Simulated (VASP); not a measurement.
# Re (P6_3/mmc) in VASP: single point with PBEsol

Aim: the single point of Re with PBEsol.

Program: VASP 6.6.1. These are calculated values, not measurements. Logs are shortened: lines on timing, memory, paths and dates and some standing lists are left out, and cuts for length are marked.

## 1. The cell of the first run

It takes space group P6_3/mmc (No. 194, hexagonal). The conventional cell has a = 2.751 Å, b = 2.751 Å, c = 4.441 Å, α = 90.00°, β = 90.00°, γ = 120.00°. Within 3.6 Å of Re (site symmetry -6m2) lie 12 Re at 2.73 to 2.75 Å.

## 2. Single point, PBEsol

Contents of INCAR:

```
SYSTEM = Re
PREC = Accurate ; ENCUT = 520
EDIFF = 1E-6 ; ISMEAR = -1
SIGMA = 0.08 ; LREAL = .False.
LASPH = .True. ; NELM = 80
ALGO = Normal ; ISIF = 2
LWAVE = .False. ; LCHARG = .False.
GGA = PS ; NBANDS = 14
```

Contents of KPOINTS:

```
regular mesh
0
Gamma
  18 18 10
  0 0 0
```

Contents of POSCAR:

```
Re
1.0
    2.7513018333      0.0000000000      0.0000000000
   -1.3756509166      2.3826972811      0.0000000000
    0.0000000000      0.0000000000      4.4410139188
Re
2
Direct
    0.3333333333      0.6666666667      0.2500000000
    0.6666666667      0.3333333333      0.7500000000
```

Potentials or basis: VASP PAW PBE potentials, release 64 (Re).

Command:

```
$ cat potpaw_PBE.64/Re/POTCAR > POTCAR
$ mpirun -np 1 vasp_std > vasp.out
```

OUTCAR:

```text
SYSTEM = Re
   PREC = Accurate
   ENCUT = 520
   EDIFF = 1E-6
   ISMEAR = -1
   LREAL = .False.
   LASPH = .True.
   NELM = 80
   ISIF = 2
   GGA = PS

 ion  position               nearest neighbor table
   1  0.333  0.667  0.250-   2 2.73   2 2.73   2 2.73   2 2.73   2 2.73   2 2.73
   2  0.667  0.333  0.750-   1 2.73   1 2.73   1 2.73   1 2.73   1 2.73   1 2.73

  LATTYP: Found a hexagonal cell.
 ALAT       =     2.7513018333
 C/A-ratio  =     1.6141500235

  Lattice vectors:

 A1 = (   2.7513018333,   0.0000000000,   0.0000000000)
 A2 = (  -1.3756509166,   2.3826972811,   0.0000000000)
 A3 = (   0.0000000000,   0.0000000000,   4.4410139188)

Analysis of symmetry for initial positions (statically):
=====================================================================
 Subroutine PRICEL returns:
 Original cell was already a primitive cell.

 Routine SETGRP: Setting up the symmetry group for a
 hexagonal supercell.

 Subroutine GETGRP returns: Found 24 space group operations
 (whereof 12 operations were pure point group operations)
 out of a pool of 24 trial point group operations.

The static configuration has the point symmetry D_3d.
 The point group associated with its full space group is D_6h.

Analysis of symmetry for dynamics (positions and initial velocities):
=====================================================================
 Subroutine PRICEL returns:
 Original cell was already a primitive cell.

 Routine SETGRP: Setting up the symmetry group for a
 hexagonal supercell.

 Subroutine GETGRP returns: Found 24 space group operations
 (whereof 12 operations were pure point group operations)
 out of a pool of 24 trial point group operations.

The dynamic configuration has the point symmetry D_3d.
 The point group associated with its full space group is D_6h.

 Subroutine INISYM returns: Found 24 space group operations
 (whereof 12 operations are pure point group operations),
 and found     1 'primitive' translations

----------------------------------------------------------------------------------------

                                     Primitive cell

  volume of cell :      29.1132

  direct lattice vectors                    reciprocal lattice vectors
     2.751301833  0.000000000  0.000000000     0.363464302  0.209846213  0.000000000
    -1.375650917  2.382697281  0.000000000     0.000000000  0.419692425  0.000000000
     0.000000000  0.000000000  4.441013919     0.000000000  0.000000000  0.225173805

  length of vectors
     2.751301833  2.751301833  4.441013919     0.419692425  0.419692425  0.225173805

  position of ions in fractional coordinates (direct lattice)
     0.333333333  0.666666667  0.250000000
     0.666666667  0.333333333  0.750000000

  ion indices of the primitive-cell ions
   primitive index   ion index
                 1           1
                 2           2

----------------------------------------------------------------------------------------

 KPOINTS: regular mesh

Automatic generation of k-mesh.
 Grid dimensions read from file:
 generate k-points for:   18   18   10

 Generating k-lattice:

  Cartesian coordinates                     Fractional coordinates (reciprocal lattice)
     0.020192461  0.011658123  0.000000000     0.055555556  0.000000000  0.000000000
     0.000000000  0.023316246  0.000000000     0.000000000  0.055555556  0.000000000
     0.000000000  0.000000000  0.022517380     0.000000000  0.000000000  0.100000000

  Length of vectors
     0.023316246  0.023316246  0.022517380

  Shift w.r.t. Gamma in fractional coordinates (k-lattice)
     0.000000000  0.000000000  0.000000000

 Subroutine IBZKPT returns following result:
 ===========================================

 Found    222 irreducible k-points:

 Following reciprocal coordinates:
            Coordinates               Weight
  0.000000  0.000000  0.000000      1.000000
  0.055556 -0.000000  0.000000      6.000000
  0.111111 -0.000000  0.000000      6.000000
  0.166667 -0.000000  0.000000      6.000000
  0.222222  0.000000  0.000000      6.000000
  0.277778  0.000000  0.000000      6.000000
[... 16 lines left out ...]
  0.333333  0.111111  0.000000     12.000000
  0.388889  0.111111  0.000000     12.000000
 [... further k-points ...]
   k-points           NKPTS =    222   k-points in BZ     NKDIM =    222   number of bands    NBANDS=     14
   number of dos      NEDOS =    301   number of ions     NIONS =      2
   total plane-waves  NPLWV =  14400
   dimension x,y,z NGX =    20 NGY =   20 NGZ =   36
   dimension x,y,z NGXF=    40 NGYF=   40 NGZF=   72
   ions per type =               2
   NGX,Y,Z   is equivalent  to a cutoff of  12.08, 12.08, 13.48 a.u.
   NGXF,Y,Z  is equivalent  to a cutoff of  24.17, 24.17, 26.95 a.u.
 SYSTEM =  Re
   PREC   = accura    normal or accurate (medium, high low for compatibility)
   ISTART =      0    job   : 0-new  1-cont  2-samecut
   ICHARG =      2    charge: 1-file 2-atom 10-const
   ISPIN  =      1    spin polarized calculation?
   LNONCOLLINEAR =      F non collinear calculations
   LSORBIT =      F    spin-orbit coupling
   LASPH  =      T    aspherical Exc in radial PAW
   ENCUT  =  520.0 eV  38.22 Ry    6.18 a.u.   5.12  5.12  8.26*2*pi/ulx,y,z
   NELM   =     80;   NELMIN=  2; NELMDL= -5     # of ELM steps
   EDIFF  = 0.1E-05   stopping-criterion for ELM
   LREAL  =      F    real-space projection
   EDIFFG = 0.1E-04   stopping-criterion for IOM
   NSW    =      0    number of steps for IOM
   IBRION =     -1    ionic relax: 0-MD 1-quasi-New 2-CG
   NFREE  =      0    steps in history (QN), initial steepest desc. (CG)
   ISIF   =      2    stress and relaxation
   ISYM   =      2    0-nonsym 1-usesym 2-fastsym
   POTIM  = 0.5000    time-step for ionic-motion
   TEBEG  =    0.0;   TEEND  =   0.0 temperature during run
   PSTRESS=    0.0 pullay stress
   NELECT =      14.0000    total number of electrons
   NUPDOWN=      -1.0000    fix difference up-down
   EMIN   =  10.00;   EMAX   =-10.00  energy-range for DOS
   EFERMI =   0.00;   METHOD = LEGACY
   ISMEAR =    -1;   SIGMA  =   0.08  broadening in eV -4-tet -1-fermi 0-gaus
   EFERMI_NEDOS =   21; number of points for ismear=-14 and -15
   IALGO  =     38    algorithm
   IMIX   =      4    mixing-type and parameters
     AMIX     =   0.40;   BMIX     =  1.00
     AMIX_MAG =   1.60;   BMIX_MAG =  1.00
  volume/ion in A,a.u.               =      14.56        98.23
  Fermi-wavevector in a.u.,A,eV,Ry     =   1.282590  2.423743 22.382080  1.645036
  Thomas-Fermi vector in A             =   2.414892
   LORBIT       =      0    0 simple, 1 ext, 2 COOP (PROOUT), +10 PAW based schemes
   GGA     = PS    functional components
   LHFCALC =     F    Hartree Fock is set to
   AEXX    =    0.0000 exact exchange contribution
   IVDW    =     0    specifies the selected vdW correction
   LEPSILON=     F    determine dielectric tensor
   LRPA    =     F    only Hartree local field effects (RPA)
 non-spin polarized calculation
  energy-cutoff  :      520.00
  volume of cell :       29.11
 maximum number of plane-waves:       798
   NGX = 11   NGY = 11   NGZ = 17

 number of electron      14.0000001 magnetization

 Free energy of the ion-electron system (eV)
  ---------------------------------------------------
  ext. energy  EPLUGINS =         0.00000000
  ---------------------------------------------------
  free energy    TOTEN  =       -26.75381862 eV

  energy without entropy =      -26.71903468  energy(sigma->0) =      -26.73642665

 E-fermi :   7.8427     XC(G=0): -13.8782

 val. band max:        7.8385955595   @ k =   0.2222   0.1111   0.5000
 cond. band min:       7.8445027230   @ k =   0.3333   0.1667   0.4000
 fundamental gap:      0.0059071635
 Fermi energy:         7.8427453492

 k-point     1 :       0.0000    0.0000    0.0000
  band No.  band energies     occupation
      1      -2.1219      2.00000
      2       1.1300      2.00000
      3       6.2352      2.00000
      4       6.2352      2.00000
      5       6.2461      2.00000
      6       7.0909      1.99983
      7       7.0909      1.99983
      8       8.0348      0.16625
      9       8.0348      0.16625
     10       8.4920      0.00060
     11      11.2720      0.00000
     12      11.2720      0.00000
     13      17.9985      0.00000
     14      22.0332      0.00000

 k-point     2 :       0.0556   -0.0000    0.0000
  band No.  band energies     occupation
      1      -1.9932      2.00000
      2       1.2516      2.00000
      3       5.8657      2.00000
      4       6.3532      2.00000
      5       6.5720      2.00000
      6       6.9973      1.99995
      7       7.2025      1.99933
      8       7.7772      1.38817
      9       7.9332      0.48789
     10       8.1584      0.03795
     11      11.3419      0.00000
     12      11.8692      0.00000
     13      17.9952      0.00000
     14      22.3222      0.00000

 k-point     3 :       0.1111   -0.0000    0.0000
  band No.  band energies     occupation
      1      -1.6184      2.00000
      2       1.5933      2.00000
      3       5.4294      2.00000
      4       6.6912      2.00000
      5       6.7031      2.00000
      6       6.8509      1.99999
      7       6.9876      1.99995
      8       7.5325      1.95944
      9       7.6667      1.80052
     10       7.9042      0.63357
     11      11.5162      0.00000
     12      13.0800      0.00000
     13      17.9537      0.00000
     14      23.1217      0.00000
[... 324 lines left out ...]
 k-point    23 :       0.3333    0.1111    0.0000
  band No.  band energies     occupation
      1       1.9870      2.00000
      2       2.4725      2.00000
      3       2.9061      2.00000
      4       5.1062      2.00000
      5       5.7507      2.00000
      6       6.6861      2.00000
      7       6.8739      1.99999
      8      10.1617      0.00000
      9      11.2232      0.00000
     10      12.0012      0.00000
     11      12.5725      0.00000
     12      17.5025      0.00000
     13      18.1323      0.00000
     14      20.2402      0.00000

 k-point    24 :       0.3889    0.1111    0.0000
  band No.  band energies     occupation
      1       2.1873      2.00000
      2       2.3169      2.00000
      3       2.6329      2.00000
      4       5.5357      2.00000
      5       5.7214      2.00000
      6       6.4563      2.00000
      7       7.2176      1.99919
      8      11.1104      0.00000
      9      11.7177      0.00000
     10      12.0218      0.00000
     11      13.5843      0.00000
     12      16.3756      0.00000
     13      18.1398      0.00000
     14      19.1892      0.00000

 [... further k-points ...]
[... 5 lines left out ...]
  --------------------------------------------------------------------------------------
  -------------------------------------------------------------------------------------
  Total        0.0107103      0.0107103     -0.0140263      0.0000000      0.0000000      0.0000000
  in kB        0.5894193      0.5894193     -0.7719044      0.0000000      0.0000000      0.0000000
  external PRESSURE =       0.1356447 kB  Pullay stress =       0.0000000 kB

 VOLUME and BASIS-vectors are now :
 -----------------------------------------------------------------------------
  energy-cutoff  :      520.00
  volume of cell :       29.11
      direct lattice vectors                 reciprocal lattice vectors
     2.751301833  0.000000000  0.000000000     0.363464302  0.209846213  0.000000000
    -1.375650917  2.382697281  0.000000000     0.000000000  0.419692425  0.000000000
     0.000000000  0.000000000  4.441013919     0.000000000  0.000000000  0.225173805

 POSITION                                       TOTAL-FORCE (eV/Angst)
 -----------------------------------------------------------------------------------
     -0.00000      1.58846      1.11025         0.000000     -0.000000      0.000000
      1.37565      0.79423      3.33076        -0.000000      0.000000      0.000000
 -----------------------------------------------------------------------------------
    total drift:                               -0.000000      0.000000     -0.000000

  FREE ENERGIE OF THE ION-ELECTRON SYSTEM (eV)
  ---------------------------------------------------
  free  energy   TOTEN  =       -26.7538186239 eV

  energy  without entropy=      -26.7190346773  energy(sigma->0) =      -26.73642665
```

Wall time 60 s (1 thread of Intel Xeon Platinum 8259CL at 2.50GHz (Skylake/Cascade Lake), shared host); peak memory 0.2 GiB.

Results:

* Free energy: -26.7538 eV
* Pressure: 0.0 GPa
* Band gap on the k mesh: zero (band 7 reaches 9.34 eV, above the bottom of band 8 at 6.10 eV)

Caveat: the PAW data sets were made with another functional, which shifts forces and pressure a little; spin-orbit coupling is left out, which moves the levels of the heavy elements.
